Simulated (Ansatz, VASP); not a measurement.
## One calculation of W, two programs

```
W
1.0
    -1.58480    1.58480    1.58480
     1.58480   -1.58480    1.58480
     1.58480    1.58480   -1.58480
W
1
Cartesian
  0.0000 0.0000 0.0000
```

Alike in both runs: task single point; functional r2SCAN; k mesh 14 × 14 × 14; occupations methfessel-paxton of order 1, width 0.2 eV; no spin polarisation.

```csv
,VASP,Ansatz
version,VASP 6.6.1,Ansatz 0.2.0
potentials or method,"VASP PAW PBE potentials, release 64 (W_sv), cutoff 520 eV","plane waves (500 eV) with PAW, scalar-relativistic"
valence electrons in the cell,14,14
```

Ansatz gave:

| Quantity | Value |
| --- | --- |
| pressure (GPa) | 0.2 |

Task: Estimate VASP's values.

Result: Pressure (GPa): 1.4.

VASP's potentials were made for PBE, not for r2SCAN.

Neither program's run includes spin-orbit coupling.
